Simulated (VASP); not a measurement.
A run of VASP 6.6.1 is set up as follows.

The input INCAR:

```
SYSTEM = Pt
ALGO = Fast
EDIFF = 1E-6
ENCUT = 520
GGA = CA
ISIF = 2
ISMEAR = 0
LASPH = .TRUE.
LCHARG = .FALSE.
LREAL = .FALSE.
LWAVE = .FALSE.
NBANDS = 28
NELM = 60
PREC = Accurate
SIGMA = 0.15
```

Contents of KPOINTS:

```
k-points
0
G
  18 18 6
  0 0 0
```

Contents of POSCAR:

```
Pt
1.0
    2.7082945870      0.0000000000      0.0000000000
   -1.3541472935      2.3454519133      0.0000000000
    0.0000000000      0.0000000000      9.3530207388
Pt
4
Direct
    0.6297512637      0.3555039008      0.3750000000
    0.6297512637      0.3555039008      0.8750000000
    0.3702487363      0.6444960992      0.1250000000
    0.3702487363      0.6444960992      0.6250000000
```

Potentials or basis: VASP PAW LDA potentials, release 64 (Pt).

Launch:

```sh
$ cat potpaw_LDA.64/Pt/POTCAR > POTCAR
$ mpirun -np 1 vasp_std > vasp.out
```

Q: Estimate the largest force.

A: 0.249 eV/Å.

Q: What does it give for the pressure?

A: 2.1 GPa.

Forces on the atoms (eV/Å):
```
Pt   0.181 -0.170  0.000
Pt   0.181 -0.170  0.000
Pt  -0.181  0.170  0.000
Pt  -0.181  0.170  0.000
```

Caveat: the cell differs from its parent crystal (mode 1 frozen in at -0.130 Å and mode 2 at +0.052 Å (largest displacements)).
